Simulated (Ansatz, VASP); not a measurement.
## Sn: VASP and Ansatz over several settings

```
CELL_PARAMETERS angstrom
-2.02919 2.02919 1.66076
2.02919 -2.02919 1.66076
2.02919 2.02919 -1.66076
ATOMIC_POSITIONS crystal
Sn 0.00000 0.00000 0.00000
```

Single points on this cell with VASP 6.6.1 and Ansatz 0.2.0. Each row is one pair of runs. Alike in all rows: spin: off; k mesh: 10 × 10 × 10; VASP's potentials, cutoff: VASP PAW PBE potentials, release 64 (Sn_d), 520 eV; Ansatz's potentials, cutoff: Ansatz PAW, 420 eV.

```csv
level,smearing,"gap on the k mesh at the Fermi level (eV), VASP","gap on the k mesh at the Fermi level (eV), Ansatz","pressure (GPa), VASP","pressure (GPa), Ansatz"
PBE,"gaussian, width 0.012 eV",?,none,?,0.8
PBE,"gaussian, width 0.025 eV",none,none,0.8,0.8
PBE,"gaussian, width 0.026 eV",none,none,0.8,0.8
PBE,"gaussian, width 0.013 eV",none,none,0.7,0.8
PBE,"gaussian, width 0.014 eV",none,none,0.8,0.8
PBE,"gaussian, width 0.015 eV",none,none,0.8,0.8
PBE,"gaussian, width 0.016 eV",none,none,0.8,0.8
PBE,"gaussian, width 0.017 eV",none,none,0.7,0.8
```

Q: Fill in what VASP gave in row 1.

A: gap on the k mesh at the Fermi level (eV): none; pressure (GPa): 0.7.

A gap of «none» marks a metal or a gap that the smearing closes.
